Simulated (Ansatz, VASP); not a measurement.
## CoSi2: VASP beside Ansatz

```
CELL_PARAMETERS angstrom
3.86794 0.00000 -0.00126
-1.93397 3.34973 0.00126
-1.93495 1.11715 3.05264
ATOMIC_POSITIONS crystal
Co 0.00000 0.00000 0.00000
Si 0.74693 0.25307 0.24038
Si 0.25307 0.74693 0.75962
```

Change from the starting cell: band edges of the strained film's bulk.

Alike in both runs: task single point; functional PBE; k mesh 9 × 9 × 11; occupations gaussian, width 0.1 eV; no spin polarisation.

```csv
,VASP,Ansatz
version,VASP 6.6.1,Ansatz 0.2.0
potentials or method,"VASP PAW PBE potentials, release 64 (Co, Si), cutoff 520 eV","scalar-relativistic, plane waves, PAW"
valence electrons in the cell,17,25
```

VASP gave:

| Item | Value |
| --- | --- |
| gap on the k mesh at the Fermi level (eV) | none |
| pressure (GPa) | -4.6 |
| traceless stress, the component that is largest in VASP (GPa) | 4.44 |

Estimate Ansatz's values.

gap on the k mesh at the Fermi level (eV): none; pressure (GPa): -4.4; traceless stress, the component that is largest in VASP (GPa): 4.45.

A gap of «none» marks a metal or a gap that the smearing closes. VASP's potentials hold 17 valence electrons a cell and Ansatz's 25, so a difference there can come from the potentials and not from the codes.
